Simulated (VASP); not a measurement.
Here is a VASP 6.6.1 calculation.

File INCAR:

```
SYSTEM = Ni
PREC = Accurate ; ENCUT = 520
EDIFF = 1E-7 ; ISMEAR = 0
SIGMA = 0.15 ; LREAL = .FALSE.
LASPH = .TRUE. ; NELM = 150
ALGO = Fast ; ISIF = 2
LWAVE = .FALSE. ; LCHARG = .FALSE.
ISPIN = 2 ; MAGMOM = 0.6
LORBIT = 11 ; LMAXMIX = 4
GGA = PS ; NBANDS = 15
```

Contents of KPOINTS:

```
Automatic mesh
0
G
  22 22 22
  0 0 0
```

The input POSCAR:

```
Ni
1.0
   -1.4419297149      1.3776617923      1.4419297149
    1.3133938697     -1.3776617923      1.3133938697
    1.4419297149      1.3776617923     -1.4419297149
Ni
1
Direct
    0.0000000000      0.0000000000      0.0000000000
```

Potentials or basis: VASP PAW PBE potentials, release 64 (Ni).

Run with:

```sh
$ cat potpaw_PBE.64/Ni/POTCAR > POTCAR
$ mpirun -np 1 vasp_std > vasp.out
```

What does it give for the net moment?

0.48 μB per cell.

Predict the site moments.

Ni +0.48 μB.

Predict the pressure.

2.1 GPa.

Stress tensor (GPa, compression positive):
```
 1.40  0.00 15.55
 0.00  3.49  0.00
15.55  0.00  1.40
```

Caveat: the cell differs from its parent crystal (engineering shear strain xz -0.0933, engineering shear strain yz +0.0000); the PAW data sets were made with another functional, which shifts forces and pressure a little.
